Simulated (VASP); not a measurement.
Runs of VASP 6.6.1 on HfPt2. The structure is that of space group Fm-3m (No. 225), or close to it. The cells are those of the table. 

| task | cell | k mesh | cutoff (eV) | gap on the mesh (eV) | pressure (GPa) | relaxed volume (Å³/atom) |
| --- | --- | --- | --- | --- | --- | --- |
| relaxation of cell and atoms | relaxed from a = 4.105 Å, angles 60.0°, 3 atoms | 6 × 6 × 6 | 600 | none | 0.0 | (b) |
| relaxation of cell and atoms | relaxed from a = 4.429 Å, angles 60.0°, 3 atoms | 12 × 12 × 12 | 600 | none | 0.0 | 20.29 |
| single point | a = 4.429 Å, angles 60.0°, 3 atoms | 6 × 6 × 6 | 520 | none | (a) | - |
| single point | a = 4.105 Å, angles 60.0°, 3 atoms | 6 × 6 × 6 | 520 | none | 53.4 | - |
| single point | a = 4.425 Å, angles 60.0°, 3 atoms | 12 × 12 × 12 | 520 | none | -1.0 | - |

Alike in all rows: level PBE; potentials or basis VASP PAW PBE potentials, release 64 (Hf_pv, Pt); no spin polarisation; smearing gaussian 0.1 eV.

Problem. Fill in the values left out.

Solution. (a) -0.8; (b) 20.37.

Caveats: spin-orbit coupling is left out, which moves the levels of the heavy elements; the volume moved by over 15 % at a fixed basis, so the end points are rough (at least some runs); the cell stands under pressure (at least some runs).

A k mesh can miss the band edges, and the runs leave out spin-orbit coupling on Hf, Pt.

A gap of «none» marks levels without a gap at the run's occupations.
